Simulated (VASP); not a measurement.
# Al3Cu (P4/mmm) in VASP: single point with LDA

Aim: the single point of Al3Cu with LDA.

Everything below comes from runs of VASP 6.6.1. Logs are shortened: lines on timing, memory, paths and dates and some standing lists are left out, and cuts for length are marked.

## Step 1: The cell of the first run

It takes space group P4/mmm (No. 123, tetragonal). Conventional cell: a = 2.778 Å, b = 2.778 Å, c = 7.513 Å, α = 90.00°, β = 90.00°, γ = 90.00°. Al (site symmetry 4/mmm) has 12 Al at 2.78 to 2.85 Å within 3.7 Å. Al (site symmetry 4mm) has 4 Cu at 2.60 Å and 9 Al at 2.78 to 3.40 Å within 3.4 Å. Within 3.4 Å of Cu (site symmetry 4/mmm) lie 8 Al at 2.60 Å and 4 Cu at 2.78 Å.

## Step 2: Single point, LDA

INCAR

```
SYSTEM = Al3Cu
PREC = Accurate ; ENCUT = 520
EDIFF = 1E-6 ; ISMEAR = -1
SIGMA = 0.15 ; LREAL = .FALSE.
LASPH = .TRUE. ; NELM = 60
ALGO = Normal ; ISIF = 2
LWAVE = .FALSE. ; LCHARG = .TRUE.
LELF = .TRUE. ; LVHAR = .TRUE.
NBANDS = 18
```

KPOINTS

```
regular mesh
0
G
  8 8 3
  0 0 0
```

POSCAR

```
Al3Cu
1.0
    2.7784054300      0.0000000000      0.0000000000
    0.0000000000      2.7784054300      0.0000000000
    0.0000000000      0.0000000000      7.5134034100
Al Cu
3 1
Direct
    0.0000000000      0.0000000000      0.5000000000
    0.5000000000      0.5000000000      0.2261155100
    0.5000000000      0.5000000000      0.7738844900
    0.0000000000      0.0000000000      0.0000000000
```

Potentials or basis: VASP PAW LDA potentials, release 64 (Al, Cu).

Command:

```sh
$ cat potpaw_LDA.64/Al/POTCAR potpaw_LDA.64/Cu/POTCAR > POTCAR
$ mpirun -np 1 vasp_std > vasp.out
```

OUTCAR:

```text
SYSTEM = Al3Cu
   PREC = Accurate
   ENCUT = 520
   EDIFF = 1E-6
   ISMEAR = -1
   LREAL = .FALSE.
   LASPH = .TRUE.
   NELM = 60
   ISIF = 2

 ion  position               nearest neighbor table
   1  0.000  0.000  0.500-   2 2.85   3 2.85   2 2.85   3 2.85   2 2.85   3 2.85   2 2.85   3 2.85

   2  0.500  0.500  0.226-   4 2.60   4 2.60   4 2.60   4 2.60   1 2.85   1 2.85   1 2.85   1 2.85

   3  0.500  0.500  0.774-   4 2.60   4 2.60   4 2.60   4 2.60   1 2.85   1 2.85   1 2.85   1 2.85

   4  0.000  0.000  0.000-   2 2.60   3 2.60   2 2.60   3 2.60   2 2.60   3 2.60   2 2.60   3 2.60

  LATTYP: Found a simple tetragonal cell.
 ALAT       =     2.7784054300
 C/A-ratio  =     2.7042141974

  Lattice vectors:

 A1 = (   2.7784054300,   0.0000000000,   0.0000000000)
 A2 = (   0.0000000000,   2.7784054300,   0.0000000000)
 A3 = (   0.0000000000,   0.0000000000,   7.5134034100)

Analysis of symmetry for initial positions (statically):
=====================================================================
 Subroutine PRICEL returns:
 Original cell was already a primitive cell.

 Routine SETGRP: Setting up the symmetry group for a
 simple tetragonal supercell.

 Subroutine GETGRP returns: Found 16 space group operations
 (whereof 16 operations were pure point group operations)
 out of a pool of 16 trial point group operations.

The static configuration has the point symmetry D_4h.

Analysis of symmetry for dynamics (positions and initial velocities):
=====================================================================
 Subroutine PRICEL returns:
 Original cell was already a primitive cell.

 Routine SETGRP: Setting up the symmetry group for a
 simple tetragonal supercell.

 Subroutine GETGRP returns: Found 16 space group operations
 (whereof 16 operations were pure point group operations)
 out of a pool of 16 trial point group operations.

The dynamic configuration has the point symmetry D_4h.

 Subroutine INISYM returns: Found 16 space group operations
 (whereof 16 operations are pure point group operations),
 and found     1 'primitive' translations

----------------------------------------------------------------------------------------

                                     Primitive cell

  volume of cell :      58.0000

  direct lattice vectors                    reciprocal lattice vectors
     2.778405430  0.000000000  0.000000000     0.359918675  0.000000000  0.000000000
     0.000000000  2.778405430  0.000000000     0.000000000  0.359918675  0.000000000
     0.000000000  0.000000000  7.513403410     0.000000000  0.000000000  0.133095476

  length of vectors
     2.778405430  2.778405430  7.513403410     0.359918675  0.359918675  0.133095476

  position of ions in fractional coordinates (direct lattice)
     0.000000000  0.000000000  0.500000000
     0.500000000  0.500000000  0.226115510
     0.500000000  0.500000000  0.773884490
     0.000000000  0.000000000  0.000000000

  ion indices of the primitive-cell ions
   primitive index   ion index
                 1           1
                 2           2
                 3           3
                 4           4

----------------------------------------------------------------------------------------

 KPOINTS: regular mesh

Automatic generation of k-mesh.
 Grid dimensions read from file:
 generate k-points for:    8    8    3

 Generating k-lattice:

  Cartesian coordinates                     Fractional coordinates (reciprocal lattice)
     0.044989834  0.000000000  0.000000000     0.125000000  0.000000000  0.000000000
     0.000000000  0.044989834  0.000000000     0.000000000  0.125000000  0.000000000
     0.000000000  0.000000000  0.044365159     0.000000000  0.000000000  0.333333333

  Length of vectors
     0.044989834  0.044989834  0.044365159

  Shift w.r.t. Gamma in fractional coordinates (k-lattice)
     0.000000000  0.000000000  0.000000000

 Subroutine IBZKPT returns following result:
 ===========================================

 Found     30 irreducible k-points:

 Following reciprocal coordinates:
            Coordinates               Weight
  0.000000  0.000000  0.000000      1.000000
  0.125000  0.000000  0.000000      4.000000
  0.250000  0.000000  0.000000      4.000000
  0.375000  0.000000  0.000000      4.000000
  0.500000  0.000000  0.000000      2.000000
  0.125000  0.125000  0.000000      4.000000
[... 16 lines left out ...]
  0.375000  0.125000  0.333333     16.000000
  0.500000  0.125000  0.333333      8.000000
 [... further k-points ...]
   k-points           NKPTS =     30   k-points in BZ     NKDIM =     30   number of bands    NBANDS=     18
   number of dos      NEDOS =    301   number of ions     NIONS =      4
   total plane-waves  NPLWV =  32256
   dimension x,y,z NGX =    24 NGY =   24 NGZ =   56
   dimension x,y,z NGXF=    48 NGYF=   48 NGZF=  112
   ions per type =               3   1
   NGX,Y,Z   is equivalent  to a cutoff of  14.36, 14.36, 12.39 a.u.
   NGXF,Y,Z  is equivalent  to a cutoff of  28.72, 28.72, 24.78 a.u.
 SYSTEM =  Al3Cu
   PREC   = accura    normal or accurate (medium, high low for compatibility)
   ISTART =      0    job   : 0-new  1-cont  2-samecut
   ICHARG =      2    charge: 1-file 2-atom 10-const
   ISPIN  =      1    spin polarized calculation?
   LNONCOLLINEAR =      F non collinear calculations
   LSORBIT =      F    spin-orbit coupling
   LASPH  =      T    aspherical Exc in radial PAW
   ENCUT  =  520.0 eV  38.22 Ry    6.18 a.u.   5.17  5.17 13.97*2*pi/ulx,y,z
   NELM   =     60;   NELMIN=  2; NELMDL= -5     # of ELM steps
   EDIFF  = 0.1E-05   stopping-criterion for ELM
   LREAL  =      F    real-space projection
   EDIFFG = 0.1E-04   stopping-criterion for IOM
   NSW    =      0    number of steps for IOM
   IBRION =     -1    ionic relax: 0-MD 1-quasi-New 2-CG
   NFREE  =      0    steps in history (QN), initial steepest desc. (CG)
   ISIF   =      2    stress and relaxation
   ISYM   =      2    0-nonsym 1-usesym 2-fastsym
   POTIM  = 0.5000    time-step for ionic-motion
   TEBEG  =    0.0;   TEEND  =   0.0 temperature during run
   PSTRESS=    0.0 pullay stress
   NELECT =      20.0000    total number of electrons
   NUPDOWN=      -1.0000    fix difference up-down
   EMIN   =  10.00;   EMAX   =-10.00  energy-range for DOS
   EFERMI =   0.00;   METHOD = LEGACY
   ISMEAR =    -1;   SIGMA  =   0.15  broadening in eV -4-tet -1-fermi 0-gaus
   EFERMI_NEDOS =   21; number of points for ismear=-14 and -15
   IALGO  =     38    algorithm
   IMIX   =      4    mixing-type and parameters
     AMIX     =   0.40;   BMIX     =  1.00
     AMIX_MAG =   1.60;   BMIX_MAG =  1.00
  volume/ion in A,a.u.               =      14.50        97.85
  Fermi-wavevector in a.u.,A,eV,Ry     =   1.148001  2.169407 17.931197  1.317906
  Thomas-Fermi vector in A             =   2.284678
   LORBIT       =      0    0 simple, 1 ext, 2 COOP (PROOUT), +10 PAW based schemes
   GGA     = CA    functional components
   LHFCALC =     F    Hartree Fock is set to
   AEXX    =    0.0000 exact exchange contribution
   IVDW    =     0    specifies the selected vdW correction
   LEPSILON=     F    determine dielectric tensor
   LRPA    =     F    only Hartree local field effects (RPA)
 non-spin polarized calculation
  energy-cutoff  :      520.00
  volume of cell :       58.00
 maximum number of plane-waves:      1580
 NGX is ok and might be reduce to    24
   NGX = 11   NGY = 11   NGZ = 27

 number of electron      20.0000014 magnetization

 Free energy of the ion-electron system (eV)
  ---------------------------------------------------
  ext. energy  EPLUGINS =         0.00000000
  ---------------------------------------------------
  free energy    TOTEN  =       -17.68053129 eV

  energy without entropy =      -17.56019713  energy(sigma->0) =      -17.62036421

 E-fermi :   8.3494     XC(G=0): -11.1093

 val. band max:        8.2868931997   @ k =   0.3750   0.1250   0.0000
 cond. band min:       8.3694970047   @ k =   0.2500   0.1250   0.3333
 fundamental gap:      0.0826038050
 Fermi energy:         8.3493600877

 k-point     1 :       0.0000    0.0000    0.0000
  band No.  band energies     occupation
      1      -2.8712      2.00000
      2      -0.4267      2.00000
      3      -0.0793      2.00000
      4       3.8474      2.00000
      5       3.9484      2.00000
      6       4.7201      2.00000
[... 10 lines left out ...]
     17      17.5210      0.00000
     18      17.5210      0.00000

 k-point     2 :       0.1250    0.0000    0.0000
  band No.  band energies     occupation
      1      -2.5700      2.00000
      2      -0.1554      2.00000
      3       0.2231      2.00000
      4       3.8992      2.00000
      5       4.0298      2.00000
      6       4.5543      2.00000
[... 10 lines left out ...]
     17      17.8511      0.00000
     18      18.3147      0.00000

 k-point     3 :       0.2500    0.0000    0.0000
  band No.  band energies     occupation
      1      -1.6741      2.00000
      2       0.6361      2.00000
      3       1.1132      2.00000
      4       3.9967      2.00000
      5       4.2051      2.00000
      6       4.2655      2.00000
[... 10 lines left out ...]
     17      18.1325      0.00000
     18      18.2167      0.00000

 k-point     4 :       0.3750    0.0000    0.0000
  band No.  band energies     occupation
      1      -0.2107      2.00000
      2       1.8251      2.00000
      3       2.5034      2.00000
      4       3.7104      2.00000
      5       4.0637      2.00000
      6       4.2354      2.00000
[... 10 lines left out ...]
     17      19.1303      0.00000
     18      19.4054      0.00000

 k-point     5 :       0.5000    0.0000    0.0000
  band No.  band energies     occupation
      1       1.6538      2.00000
      2       1.8431      2.00000
      3       2.6692      2.00000
      4       3.7211      2.00000
      5       4.0400      2.00000
      6       4.3872      2.00000
[... 10 lines left out ...]
     17      19.1980      0.00000
     18      20.4362      0.00000

 k-point     6 :       0.1250    0.1250    0.0000
  band No.  band energies     occupation
      1      -2.2700      2.00000
      2       0.1131      2.00000
      3       0.5230      2.00000
      4       3.9674      2.00000
      5       4.0969      2.00000
      6       4.5796      2.00000
[... 10 lines left out ...]
     17      19.6007      0.00000
     18      19.6845      0.00000

 k-point     7 :       0.2500    0.1250    0.0000
  band No.  band energies     occupation
      1      -1.3783      2.00000
      2       0.8937      2.00000
      3       1.4028      2.00000
      4       4.0954      2.00000
      5       4.2454      2.00000
      6       4.3038      2.00000
[... 10 lines left out ...]
     17      17.4350      0.00000
     18      18.7050      0.00000

 k-point     8 :       0.3750    0.1250    0.0000
  band No.  band energies     occupation
      1       0.0763      2.00000
      2       2.0469      2.00000
      3       2.7588      2.00000
      4       3.8033      2.00000
      5       4.0944      2.00000
      6       4.3231      2.00000
[... 10 lines left out ...]
     17      16.2708      0.00000
     18      17.5892      0.00000
[... 229 lines left out ...]
     17      18.2950      0.00000
     18      18.5586      0.00000

 k-point    20 :       0.5000    0.0000    0.3333
  band No.  band energies     occupation
      1       1.9316      2.00000
      2       1.9395      2.00000
      3       2.6139      2.00000
      4       2.7627      2.00000
      5       3.9570      2.00000
      6       4.0873      2.00000
[... 10 lines left out ...]
     17      19.2596      0.00000
     18      19.2947      0.00000

 k-point    21 :       0.1250    0.1250    0.3333
  band No.  band energies     occupation
      1      -1.9867      2.00000
      2      -1.0963      2.00000
      3       2.1672      2.00000
      4       3.7464      2.00000
      5       3.9678      2.00000
      6       4.5862      2.00000
[... 10 lines left out ...]
     17      16.9828      0.00000
     18      18.1404      0.00000

 k-point    22 :       0.2500    0.1250    0.3333
  band No.  band energies     occupation
      1      -1.1026      2.00000
      2      -0.2263      2.00000
      3       2.8325      2.00000
      4       3.9023      2.00000
      5       4.1099      2.00000
      6       4.4897      2.00000
[... 10 lines left out ...]
     17      16.9604      0.00000
     18      17.4043      0.00000

 k-point    23 :       0.3750    0.1250    0.3333
  band No.  band energies     occupation
      1       0.3364      2.00000
      2       1.1610      2.00000
      3       3.3759      2.00000
      4       3.8911      2.00000
      5       4.0518      2.00000
      6       4.4682      2.00000
[... 10 lines left out ...]
     17      17.8202      0.00000
     18      18.1964      0.00000

 k-point    24 :       0.5000    0.1250    0.3333
  band No.  band energies     occupation
      1       2.1737      2.00000
      2       2.2149      2.00000
      3       2.7501      2.00000
      4       3.0173      2.00000
      5       4.0170      2.00000
      6       4.2016      2.00000
[... 10 lines left out ...]
     17      16.5189      0.00000
     18      17.3927      0.00000

 [... further k-points ...]

------------------------ aborting loop because EDIFF is reached ----------------------------------------

  FORCE on cell =-STRESS in cart. coord.  units (eV):
  Direction    XX          YY          ZZ          XY          YZ          ZX
  --------------------------------------------------------------------------------------
  -------------------------------------------------------------------------------------
  Total       -0.4602308     -0.4602308     -0.7081388      0.0000000      0.0000000      0.0000000
  in kB      -12.7133011    -12.7133011    -19.5614496      0.0000000      0.0000000      0.0000000
  external PRESSURE =     -14.9960173 kB  Pullay stress =       0.0000000 kB

 VOLUME and BASIS-vectors are now :
 -----------------------------------------------------------------------------
  energy-cutoff  :      520.00
  volume of cell :       58.00
      direct lattice vectors                 reciprocal lattice vectors
     2.778405430  0.000000000  0.000000000     0.359918675  0.000000000  0.000000000
     0.000000000  2.778405430  0.000000000     0.000000000  0.359918675  0.000000000
     0.000000000  0.000000000  7.513403410     0.000000000  0.000000000  0.133095476

 POSITION                                       TOTAL-FORCE (eV/Angst)
 -----------------------------------------------------------------------------------
      0.00000      0.00000      3.75670         0.000000      0.000000      0.000000
      1.38920      1.38920      1.69890        -0.000000      0.000000     -0.243751
      1.38920      1.38920      5.81451         0.000000     -0.000000      0.243751
      0.00000      0.00000      0.00000         0.000000      0.000000      0.000000
 -----------------------------------------------------------------------------------
    total drift:                                0.000000      0.000000     -0.000000

  FREE ENERGIE OF THE ION-ELECTRON SYSTEM (eV)
  ---------------------------------------------------
  free  energy   TOTEN  =       -17.6805312862 eV

  energy  without entropy=      -17.5601971300  energy(sigma->0) =      -17.62036421
```

Run time: 54 s. Hardware: 1 thread of AMD EPYC 7R13, shared host; peak memory 0.13 GiB.

What came out:

```
Free energy            : -17.6805 eV
Pressure               : -1.5 GPa
Largest force          : 0.244 eV/Å
Band gap on the k mesh : zero (band 10 reaches 11.48 eV, above the bottom of band 11 at 6.52 eV)
```

Forces on the atoms (eV/Å):
```
Al   0.000  0.000  0.000
Al   0.000  0.000 -0.244
Al   0.000  0.000  0.244
Cu   0.000  0.000  0.000
```
